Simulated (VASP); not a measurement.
# Ta (Im-3m) in VASP: a series of runs, part 2 of 2

VASP 6.6.1.

### 4 Single point, PBE

This run uses another cell than the first one, of 18.33 Å³/atom, 1.011 times its volume.

INCAR

```
PREC = Accurate ; ENCUT = 520
EDIFF = 1E-7 ; ISMEAR = -1
SIGMA = 0.15 ; LREAL = False
LASPH = True ; NELM = 80
ALGO = Fast ; ISIF = 2
LWAVE = False ; LCHARG = True
GGA = PE ; LELF = True
LVHAR = True ; NBANDS = 12
```

KPOINTS

```
Automatic mesh
0
Gamma
  18 18 18
```

POSCAR

```
Ta
1.0
   -1.6609402996      1.6609402996      1.6609402996
    1.6609402996     -1.6609402996      1.6609402996
    1.6609402996      1.6609402996     -1.6609402996
Ta
1
Direct
    0.0000000000      0.0000000000      0.0000000000
```

Potentials or basis: VASP PAW PBE potentials, release 64 (Ta_pv).

On the command line:

```console
$ cat potpaw_PBE.64/Ta_pv/POTCAR > POTCAR
$ mpirun -np 1 vasp_std > vasp.out
```

OUTCAR:

```text
PREC = Accurate
   ENCUT = 520
   EDIFF = 1E-7
   ISMEAR = -1
   LREAL = False
   LASPH = True
   NELM = 80
   ISIF = 2
   GGA = PE

 ion  position               nearest neighbor table
   1  0.000  0.000  0.000-

  LATTYP: Found a body centered cubic cell.
 ALAT       =     3.3218805992

  Lattice vectors:

 A1 = (  -1.6609402996,   1.6609402996,   1.6609402996)
 A2 = (   1.6609402996,  -1.6609402996,   1.6609402996)
 A3 = (   1.6609402996,   1.6609402996,  -1.6609402996)

Analysis of symmetry for initial positions (statically):
=====================================================================
 Subroutine PRICEL returns:
 Original cell was already a primitive cell.

 Routine SETGRP: Setting up the symmetry group for a
 body centered cubic supercell.

 Subroutine GETGRP returns: Found 48 space group operations
 (whereof 48 operations were pure point group operations)
 out of a pool of 48 trial point group operations.

The static configuration has the point symmetry O_h .

Analysis of symmetry for dynamics (positions and initial velocities):
=====================================================================
 Subroutine PRICEL returns:
 Original cell was already a primitive cell.

 Routine SETGRP: Setting up the symmetry group for a
 body centered cubic supercell.

 Subroutine GETGRP returns: Found 48 space group operations
 (whereof 48 operations were pure point group operations)
 out of a pool of 48 trial point group operations.

The dynamic configuration has the point symmetry O_h .

 Subroutine INISYM returns: Found 48 space group operations
 (whereof 48 operations are pure point group operations),
 and found     1 'primitive' translations

----------------------------------------------------------------------------------------

                                     Primitive cell
[... 114 lines left out ...]
   GGA     = PE    functional components
   LHFCALC =     F    Hartree Fock is set to
   AEXX    =    0.0000 exact exchange contribution
   IVDW    =     0    specifies the selected vdW correction
   LEPSILON=     F    determine dielectric tensor
   LRPA    =     F    only Hartree local field effects (RPA)
 non-spin polarized calculation
 RMM-DIIS sequential band-by-band and
  energy-cutoff  :      520.00
  volume of cell :       18.33
 maximum number of plane-waves:       531
 NGX is ok and might be reduce to    24
   NGX = 11   NGY = 11   NGZ = 11

 number of electron      11.0000000 magnetization

 Free energy of the ion-electron system (eV)
  ---------------------------------------------------
  ext. energy  EPLUGINS =         0.00000000
  ---------------------------------------------------
  free energy    TOTEN  =       -11.86185836 eV

  energy without entropy =      -11.76541465  energy(sigma->0) =      -11.81363650

 E-fermi :   5.3804     XC(G=0): -12.5286

 val. band max:        5.3790473906   @ k =  -0.3889   0.5000   0.0556
 cond. band min:       5.3873485452   @ k =   0.1111   0.0556   0.0556
 fundamental gap:      0.0083011546
 Fermi energy:         5.3803592375

 k-point     1 :       0.0000    0.0000    0.0000
  band No.  band energies     occupation
      1     -27.7896      2.00000
      2     -27.7896      2.00000
      3     -27.7896      2.00000
      4      -2.5031      2.00000
      5       6.0826      0.01836
      6       6.0826      0.01836
      7       6.0826      0.01836
      8       9.2940      0.00000
      9       9.2940      0.00000
     10      20.2739      0.00000
     11      20.2740      0.00000
     12      20.2740      0.00000
[... 331 lines left out ...]
 k-point    24 :       0.3889    0.1111    0.0000
  band No.  band energies     occupation
      1     -28.8291      2.00000
      2     -28.1787      2.00000
      3     -27.8446      2.00000
      4       1.4282      2.00000
      5       3.9718      1.99983
      6       5.9557      0.04226
      7       9.0394      0.00000
      8      10.3018      0.00000
      9      13.0782      0.00000
     10      16.5915      0.00000
     11      18.2234      0.00000
     12      21.6241      0.00000

 [... further k-points ...]

------------------------ aborting loop because EDIFF is reached ----------------------------------------

  FORCE on cell =-STRESS in cart. coord.  units (eV):
  Direction    XX          YY          ZZ          XY          YZ          ZX
  --------------------------------------------------------------------------------------
  -------------------------------------------------------------------------------------
  Total        0.0049868      0.0049868      0.0049868     -0.0000000      0.0000000     -0.0000000
  in kB        0.4359278      0.4359278      0.4359278     -0.0000000      0.0000000     -0.0000000
  external PRESSURE =       0.4359278 kB  Pullay stress =       0.0000000 kB

 VOLUME and BASIS-vectors are now :
 -----------------------------------------------------------------------------
  energy-cutoff  :      520.00
  volume of cell :       18.33
      direct lattice vectors                 reciprocal lattice vectors
    -1.660940300  1.660940300  1.660940300     0.000000000  0.301034300  0.301034300
     1.660940300 -1.660940300  1.660940300     0.301034300  0.000000000  0.301034300
     1.660940300  1.660940300 -1.660940300     0.301034300  0.301034300  0.000000000

 POSITION                                       TOTAL-FORCE (eV/Angst)
 -----------------------------------------------------------------------------------
      0.00000      0.00000      0.00000         0.000000     -0.000000      0.000000
 -----------------------------------------------------------------------------------
    total drift:                               -0.000000      0.000000      0.000000

  FREE ENERGIE OF THE ION-ELECTRON SYSTEM (eV)
  ---------------------------------------------------
  free  energy   TOTEN  =       -11.8618583575 eV

  energy  without entropy=      -11.7654146499  energy(sigma->0) =      -11.81363650
```

OSZICAR:

```text
N       E                     dE             d eps       ncg     rms          rms(c)
DAV:   1     0.623454869997E+02    0.62345E+02   -0.61511E+03  4704   0.881E+02
DAV:   2    -0.112846791486E+02   -0.73630E+02   -0.71810E+02  5168   0.246E+02
DAV:   3    -0.123304995724E+02   -0.10458E+01   -0.10390E+01  5612   0.279E+01
DAV:   4    -0.123333341645E+02   -0.28346E-02   -0.28344E-02  5164   0.162E+00
DAV:   5    -0.123333442315E+02   -0.10067E-04   -0.10067E-04  5588   0.905E-02    0.131E+01
RMM:   6    -0.119697058054E+02    0.36364E+00   -0.25577E-01  5001   0.421E+00    0.632E+00
RMM:   7    -0.118620280695E+02    0.10768E+00   -0.26623E-01  5237   0.420E+00    0.351E-01
RMM:   8    -0.118617812010E+02    0.24687E-03   -0.11264E-02  5548   0.986E-01    0.302E-01
RMM:   9    -0.118618793533E+02   -0.98152E-04   -0.15357E-03  5810   0.361E-01    0.632E-02
RMM:  10    -0.118618559321E+02    0.23421E-04   -0.21380E-04  5809   0.129E-01    0.103E-02
RMM:  11    -0.118618569236E+02   -0.99157E-06   -0.44352E-05  6069   0.516E-02    0.502E-03
RMM:  12    -0.118618575552E+02   -0.63158E-06   -0.71943E-06  5940   0.176E-02    0.972E-03
RMM:  13    -0.118618579563E+02   -0.40111E-06   -0.18673E-06  5227   0.829E-03    0.101E-02
RMM:  14    -0.118618583521E+02   -0.39579E-06   -0.47138E-07  4939   0.512E-03    0.667E-03
RMM:  15    -0.118618583575E+02   -0.53349E-08   -0.12683E-07  3780   0.231E-03
   1 F= -.11861858E+02 E0= -.11813637E+02  d E =-.964437E-01
```

stdout:

```text
POSCAR found type information on POSCAR Ta
 POSCAR found :  1 types and       1 ions
 scaLAPACK will be used
 LDA part: xc-table for (Slater+PW92), standard interpolation
 POSCAR, INCAR and KPOINTS ok, starting setup
 FFT: planning ... GRIDC
 FFT: planning ... GRID_SOFT
 FFT: planning ... GRID
 WAVECAR not read
 entering main loop
```

Run time: 32 s. Hardware: 1 thread of Intel Xeon Platinum 8259CL at 2.50GHz (Skylake/Cascade Lake), shared host; peak memory 0.17 GiB.

What came out:

```yaml
Free_energy: -11.8619 eV
Pressure: 0.0 GPa
```

Caveat: spin-orbit coupling is left out, which moves the levels of the heavy elements.

### 5 Overview

| cell | k mesh | smearing | gap on the mesh (eV) | pressure (GPa) |
| --- | --- | --- | --- | --- |
| a = 2.866 Å, angles 109.5°, 1 atom | 8 × 8 × 8 | gaussian 0.1 eV | none | -0.2 |
| a = 2.874 Å, angles 109.5°, 1 atom | 18 × 18 × 18 | gaussian 0.1 eV | none | 0.1 |
| a = 2.877 Å, angles 109.5°, 1 atom | 18 × 18 × 18 | fermi-dirac 0.15 eV | none | 0.0 |

Alike in all rows: task single point; level PBE; potentials or basis VASP PAW PBE potentials, release 64 (Ta_pv); no spin polarisation; cutoff (eV) 520.

Caveats: spin-orbit coupling is left out, which moves the levels of the heavy elements.

Absolute energies hang on the potentials; compare differences alone.
